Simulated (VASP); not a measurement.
# GaN (P3m1) in VASP: single point with PBE

Aim: the single point of GaN with PBE.

Everything below comes from runs of VASP 6.6.1. Logs are shortened: lines on timing, memory, paths and dates and some standing lists are left out, and cuts for length are marked.

### 1 The cell of the first run

Symmetry: P3m1, No. 156, trigonal system. Conventional cell: a = 3.266 Å, b = 3.266 Å, c = 4.840 Å, α = 90.00°, β = 90.00°, γ = 120.00°. Ga (site symmetry 3m) has 4 N at 1.93 to 2.08 Å within 2.6 Å. Ga (site symmetry 3m) has 4 N at 1.85 to 1.95 Å within 2.5 Å. Within 2.6 Å of N (site symmetry 3m) lie 4 Ga at 1.95 to 2.08 Å. N (site symmetry 3m) has 4 Ga at 1.85 to 1.93 Å within 2.5 Å.

### 2 Single point, PBE (strained and its atoms moved)

Contents of INCAR:

```
ALGO     = Normal         # electronic algorithm
EDIFF    = 1E-6           # SCF threshold, eV
ENCUT    = 520            # plane-wave cutoff, eV
GGA      = PE             # functional
ISIF     = 2              # what is computed and relaxed
ISMEAR   = 0              # smearing method
LASPH    = True           # aspherical terms in the spheres
LCHARG   = True           # write CHGCAR
LELF     = True           # ELF
LREAL    = False          # projectors in reciprocal space
LVHAR    = True         
LWAVE    = False          # write WAVECAR
NBANDS   = 26             # bands
NELM     = 80             # most SCF steps
PREC     = Accurate       # precision mode
SIGMA    = 0.02           # smearing width, eV
```

Contents of KPOINTS:

```
k-points
0
Gamma
  12 12 6
```

Contents of POSCAR:

```
GaN
1.0
    3.2655734514      0.0000000000      0.0000000000
   -1.6327867257      2.8280695668      0.0000000000
    0.0000000000      0.0000000000      4.8400770600
Ga N
2 2
Direct
    0.3333333333      0.6666666667     -0.0294270739
    0.6666666667      0.3333333333      0.4990524996
    0.3333333333      0.6666666667      0.3994249297
    0.6666666667      0.3333333333      0.8809496446
```

Potentials or basis: VASP PAW PBE potentials, release 64 (Ga_d, N).

The run is started by

```console
$ cat potpaw_PBE.64/Ga_d/POTCAR potpaw_PBE.64/N/POTCAR > POTCAR
$ mpirun -np 1 vasp_std > vasp.out
```

OUTCAR:

```text
EDIFF = 1E-6
   ENCUT = 520
   GGA = PE
   ISIF = 2
   ISMEAR = 0
   LASPH = True
   LREAL = False
   NELM = 80
   PREC = Accurate

 ion  position               nearest neighbor table
   1  0.333  0.667  0.971-   4 1.93   4 1.93   4 1.93   3 2.08
   2  0.667  0.333  0.499-   4 1.85   3 1.95   3 1.95   3 1.95
   3  0.333  0.667  0.399-   2 1.95   2 1.95   2 1.95   1 2.08
   4  0.667  0.333  0.881-   2 1.85   1 1.93   1 1.93   1 1.93

  LATTYP: Found a hexagonal cell.
 ALAT       =     3.2655734514
 C/A-ratio  =     1.4821522566

  Lattice vectors:

 A1 = (   3.2655734514,   0.0000000000,   0.0000000000)
 A2 = (  -1.6327867257,   2.8280695668,   0.0000000000)
 A3 = (   0.0000000000,   0.0000000000,   4.8400770600)

Analysis of symmetry for initial positions (statically):
=====================================================================
 Subroutine PRICEL returns:
 Original cell was already a primitive cell.

 Routine SETGRP: Setting up the symmetry group for a
 hexagonal supercell.

 Subroutine GETGRP returns: Found  6 space group operations
 (whereof  6 operations were pure point group operations)
 out of a pool of 24 trial point group operations.

The static configuration has the point symmetry C_3v.

Analysis of symmetry for dynamics (positions and initial velocities):
=====================================================================
 Subroutine PRICEL returns:
 Original cell was already a primitive cell.

 Routine SETGRP: Setting up the symmetry group for a
 hexagonal supercell.

 Subroutine GETGRP returns: Found  6 space group operations
 (whereof  6 operations were pure point group operations)
 out of a pool of 24 trial point group operations.

The dynamic configuration has the point symmetry C_3v.

 Subroutine INISYM returns: Found  6 space group operations
 (whereof  6 operations are pure point group operations),
 and found     1 'primitive' translations

----------------------------------------------------------------------------------------

                                     Primitive cell

  volume of cell :      44.6994

  direct lattice vectors                    reciprocal lattice vectors
     3.265573451  0.000000000  0.000000000     0.306224930  0.176799045  0.000000000
    -1.632786726  2.828069567  0.000000000     0.000000000  0.353598091  0.000000000
     0.000000000  0.000000000  4.840077060     0.000000000  0.000000000  0.206608281

  length of vectors
     3.265573451  3.265573451  4.840077060     0.353598091  0.353598091  0.206608281

  position of ions in fractional coordinates (direct lattice)
     0.333333333  0.666666667  0.970572926
     0.666666667  0.333333333  0.499052500
     0.333333333  0.666666667  0.399424930
     0.666666667  0.333333333  0.880949645

  ion indices of the primitive-cell ions
   primitive index   ion index
                 1           1
                 2           2
                 3           3
                 4           4

----------------------------------------------------------------------------------------

 KPOINTS: k-points

Automatic generation of k-mesh.
 Grid dimensions read from file:
 generate k-points for:   12   12    6

 Generating k-lattice:

  Cartesian coordinates                     Fractional coordinates (reciprocal lattice)
     0.025518744  0.014733254  0.000000000     0.083333333  0.000000000  0.000000000
     0.000000000  0.029466508  0.000000000     0.000000000  0.083333333  0.000000000
     0.000000000  0.000000000  0.034434713     0.000000000  0.000000000  0.166666667

  Length of vectors
     0.029466508  0.029466508  0.034434713

  Shift w.r.t. Gamma in fractional coordinates (k-lattice)
     0.000000000  0.000000000  0.000000000

 Subroutine IBZKPT returns following result:
 ===========================================

 Found    100 irreducible k-points:

 Following reciprocal coordinates:
            Coordinates               Weight
  0.000000  0.000000  0.000000      1.000000
  0.083333  0.000000  0.000000      6.000000
  0.166667  0.000000  0.000000      6.000000
  0.250000  0.000000  0.000000      6.000000
  0.333333  0.000000  0.000000      6.000000
  0.416667  0.000000  0.000000      6.000000
[... 16 lines left out ...]
  0.166667  0.000000  0.166667      6.000000
  0.000000  0.166667  0.166667      6.000000
 [... further k-points ...]
   k-points           NKPTS =    100   k-points in BZ     NKDIM =    100   number of bands    NBANDS=     26
   number of dos      NEDOS =    301   number of ions     NIONS =      4
   total plane-waves  NPLWV =  20736
   dimension x,y,z NGX =    24 NGY =   24 NGZ =   36
   dimension x,y,z NGXF=    48 NGYF=   48 NGZF=   72
   ions per type =               2   2
   NGX,Y,Z   is equivalent  to a cutoff of  12.22, 12.22, 12.37 a.u.
   NGXF,Y,Z  is equivalent  to a cutoff of  24.44, 24.44, 24.73 a.u.
 SYSTEM =  unknown system
   PREC   = accura    normal or accurate (medium, high low for compatibility)
   ISTART =      0    job   : 0-new  1-cont  2-samecut
   ICHARG =      2    charge: 1-file 2-atom 10-const
   ISPIN  =      1    spin polarized calculation?
   LNONCOLLINEAR =      F non collinear calculations
   LSORBIT =      F    spin-orbit coupling
   LASPH  =      T    aspherical Exc in radial PAW
   ENCUT  =  520.0 eV  38.22 Ry    6.18 a.u.   6.07  6.07  9.00*2*pi/ulx,y,z
   NELM   =     80;   NELMIN=  2; NELMDL= -5     # of ELM steps
   EDIFF  = 0.1E-05   stopping-criterion for ELM
   LREAL  =      F    real-space projection
   EDIFFG = 0.1E-04   stopping-criterion for IOM
   NSW    =      0    number of steps for IOM
   IBRION =     -1    ionic relax: 0-MD 1-quasi-New 2-CG
   NFREE  =      0    steps in history (QN), initial steepest desc. (CG)
   ISIF   =      2    stress and relaxation
   ISYM   =      2    0-nonsym 1-usesym 2-fastsym
   POTIM  = 0.5000    time-step for ionic-motion
   TEBEG  =    0.0;   TEEND  =   0.0 temperature during run
   PSTRESS=    0.0 pullay stress
   NELECT =      36.0000    total number of electrons
   NUPDOWN=      -1.0000    fix difference up-down
   EMIN   =  10.00;   EMAX   =-10.00  energy-range for DOS
   EFERMI =   0.00;   METHOD = LEGACY
   ISMEAR =     0;   SIGMA  =   0.02  broadening in eV -4-tet -1-fermi 0-gaus
   EFERMI_NEDOS =   21; number of points for ismear=-14 and -15
   IALGO  =     38    algorithm
   IMIX   =      4    mixing-type and parameters
     AMIX     =   0.40;   BMIX     =  1.00
     AMIX_MAG =   1.60;   BMIX_MAG =  1.00
  volume/ion in A,a.u.               =      11.17        75.41
  Fermi-wavevector in a.u.,A,eV,Ry     =   1.523147  2.878330 31.565187  2.319976
  Thomas-Fermi vector in A             =   2.631630
   LORBIT       =      0    0 simple, 1 ext, 2 COOP (PROOUT), +10 PAW based schemes
   GGA     = PE    functional components
   LHFCALC =     F    Hartree Fock is set to
   AEXX    =    0.0000 exact exchange contribution
   IVDW    =     0    specifies the selected vdW correction
   LEPSILON=     F    determine dielectric tensor
   LRPA    =     F    only Hartree local field effects (RPA)
 non-spin polarized calculation
 Gauss-broadening in eV      SIGMA  =   0.02
  energy-cutoff  :      520.00
  volume of cell :       44.70
 maximum number of plane-waves:      1224
   NGX = 13   NGY = 13   NGZ = 17

 number of electron      36.0000023 magnetization

 Free energy of the ion-electron system (eV)
  ---------------------------------------------------
  ext. energy  EPLUGINS =         0.00000000
  ---------------------------------------------------
  free energy    TOTEN  =       -23.83327654 eV

  energy without entropy =      -23.83327654  energy(sigma->0) =      -23.83327654

 E-fermi :   5.9352     XC(G=0): -11.7831

 val. band max:        5.8550708182   @ k =   0.0000   0.0000   0.0000
 cond. band min:       7.5768130204   @ k =   0.0000   0.0000   0.0000
 fundamental gap:      1.7217422022
 Fermi energy:         5.9352442894

 k-point     1 :       0.0000    0.0000    0.0000
  band No.  band energies     occupation
      1     -10.7737      2.00000
      2      -9.4906      2.00000
      3      -8.1164      2.00000
      4      -8.1164      2.00000
      5      -7.9079      2.00000
      6      -7.8502      2.00000
[... 18 lines left out ...]
     25      16.8872      0.00000
     26      18.4645      0.00000

 k-point     2 :       0.0833    0.0000    0.0000
  band No.  band energies     occupation
      1     -10.7119      2.00000
      2      -9.4685      2.00000
      3      -8.1060      2.00000
      4      -8.1039      2.00000
      5      -7.9014      2.00000
      6      -7.8513      2.00000
[... 18 lines left out ...]
     25      17.0814      0.00000
     26      18.1919      0.00000

 k-point     3 :       0.1667    0.0000    0.0000
  band No.  band energies     occupation
      1     -10.5441      2.00000
      2      -9.4093      2.00000
      3      -8.0708      2.00000
      4      -8.0684      2.00000
      5      -7.8973      2.00000
      6      -7.8528      2.00000
[... 18 lines left out ...]
     25      17.4970      0.00000
     26      17.5599      0.00000

 k-point     4 :       0.2500    0.0000    0.0000
  band No.  band energies     occupation
      1     -10.3233      2.00000
      2      -9.3308      2.00000
      3      -8.0300      2.00000
      4      -8.0072      2.00000
      5      -7.8982      2.00000
      6      -7.8490      2.00000
[... 18 lines left out ...]
     25      16.9447      0.00000
     26      18.0572      0.00000
[... 496 lines left out ...]
      1     -10.6357      2.00000
      2      -9.4630      2.00000
      3      -8.1078      2.00000
      4      -8.1060      2.00000
      5      -7.9026      2.00000
      6      -7.8550      2.00000
[... 18 lines left out ...]
     25      16.7701      0.00000
     26      17.2181      0.00000

 k-point    23 :       0.1667    0.0000    0.1667
  band No.  band energies     occupation
      1     -10.4766      2.00000
      2      -9.3953      2.00000
      3      -8.0739      2.00000
      4      -8.0706      2.00000
      5      -7.9000      2.00000
      6      -7.8579      2.00000
[... 18 lines left out ...]
     25      16.7831      0.00000
     26      17.2271      0.00000

 k-point    24 :       0.0000    0.1667    0.1667
  band No.  band energies     occupation
      1     -10.4764      2.00000
      2      -9.3956      2.00000
      3      -8.0728      2.00000
      4      -8.0714      2.00000
      5      -7.9116      2.00000
      6      -7.8527      2.00000
[... 18 lines left out ...]
     25      17.1123      0.00000
     26      17.2926      0.00000

 [... further k-points ...]

------------------------ aborting loop because EDIFF is reached ----------------------------------------

  FORCE on cell =-STRESS in cart. coord.  units (eV):
  Direction    XX          YY          ZZ          XY          YZ          ZX
  --------------------------------------------------------------------------------------
  -------------------------------------------------------------------------------------
  Total        1.0330069      1.0330069      6.8178226     -0.0000000      0.0000000      0.0000000
  in kB       37.0264422     37.0264422    244.3736965     -0.0000000      0.0000000      0.0000000
  external PRESSURE =     106.1421936 kB  Pullay stress =       0.0000000 kB

 VOLUME and BASIS-vectors are now :
 -----------------------------------------------------------------------------
  energy-cutoff  :      520.00
  volume of cell :       44.70
      direct lattice vectors                 reciprocal lattice vectors
     3.265573451  0.000000000  0.000000000     0.306224930  0.176799045  0.000000000
    -1.632786726  2.828069567  0.000000000     0.000000000  0.353598091  0.000000000
     0.000000000  0.000000000  4.840077060     0.000000000  0.000000000  0.206608281

 POSITION                                       TOTAL-FORCE (eV/Angst)
 -----------------------------------------------------------------------------------
     -0.00000      1.88538      4.69765         0.000000      0.000000      1.937756
      1.63279      0.94269      2.41545        -0.000000     -0.000000     -1.920730
     -0.00000      1.88538      1.93325        -0.000000     -0.000000     -1.335543
      1.63279      0.94269      4.26386        -0.000000     -0.000000      1.318517
 -----------------------------------------------------------------------------------
    total drift:                               -0.000001     -0.000000      0.001265

  FREE ENERGIE OF THE ION-ELECTRON SYSTEM (eV)
  ---------------------------------------------------
  free  energy   TOTEN  =       -23.8332765403 eV

  energy  without entropy=      -23.8332765403  energy(sigma->0) =      -23.83327654
```

It took 34 s on 1 thread of Intel Xeon 6975P-C (Granite Rapids), shared host; peak memory 0.22 GiB.

Results:

```
Free energy            : -23.8333 eV
Pressure               : 10.6 GPa
Largest force          : 1.938 eV/Å
Band gap on the k mesh : 1.72 eV, direct
```

Forces in eV/Å, atoms in the order of the input:
```
Ga   0.000  0.000  1.938
Ga   0.000  0.000 -1.921
N    0.000  0.000 -1.336
N    0.000  0.000  1.319
```

Levels at points of the mesh, in eV from the valence-band top:
```tsv
k point	band 15	band 16	band 17	band 18	band 19	band 20	band 21	band 22
(0.00, 0.00, 0.00)	-1.87	-0.39	-0.39	0.00	1.72	3.10	8.85	8.85
(0.50, 0.00, 0.00)	-4.30	-3.62	-2.22	-1.41	3.98	5.44	6.59	8.54
(0.00, 0.00, 0.50)	-1.50	-1.50	-0.77	-0.77	3.64	4.02	7.82	9.07
(0.50, 0.00, 0.50)	-2.99	-2.20	-1.83	-1.35	4.28	4.45	7.27	7.86
```

Caveat: the cell differs from its parent crystal (strained and its atoms moved); forces of over 1 eV/Å act on the atoms, so gaps and moduli don't describe the material at rest.
